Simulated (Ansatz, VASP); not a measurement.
One calculation of CsSnI3, two programs

```
CELL_PARAMETERS angstrom
6.20570 0.00000 0.00000
0.00000 6.20570 0.00000
0.00000 0.00000 6.20570
ATOMIC_POSITIONS crystal
Cs 0.00000 0.00000 0.00000
I 0.50000 0.50000 0.00000
I 0.50000 0.00000 0.50000
I 0.00000 0.50000 0.50000
Sn 0.50000 0.50000 0.50000
```

Alike in both runs: task relaxation of cell and atoms; functional RPBE; dispersion D3(BJ); k mesh 5 × 5 × 5; occupations fermi-dirac, width 0.05 eV; no spin polarisation.

```csv
,VASP,Ansatz
version,VASP 6.6.1,Ansatz 0.2.0
potentials or method,"VASP PAW PBE potentials, release 64 (Cs_sv, I, Sn_d)",Ansatz PAW
plane-wave cutoff (eV),600,420
valence electrons in the cell,44,74
```

|  | VASP | Ansatz | Ansatz less VASP |
| --- | --- | --- | --- |
| gap on the k mesh at the Fermi level, each at its own relaxed structure (eV) | 1.55 | 1.55 | +0.005 |
| relaxed volume (Å³/atom) | 36.68 | 36.72 | +0.040 |
| relaxed cell length with the largest relative difference (Å) | 5.681 | 5.683 | +0.0021 |

VASP's potentials were made for PBE, not for RPBE. VASP's potentials hold 44 valence electrons a cell and Ansatz's 74, so a difference there can come from the potentials and not from the codes.

Neither program's run includes spin-orbit coupling. Noted on VASP's run: the volume moved by over 15 % at a fixed basis, so the end points are rough. Noted on Ansatz's run: the volume moved by over 15 % at a fixed basis, so the end points are rough; odd divisions of the mesh miss points on the zone boundary, where band edges often lie, so the gap on the mesh can be too wide; the plane-wave basis is chosen anew once the cell has moved, so the energies of steps on either side of that aren't comparable.
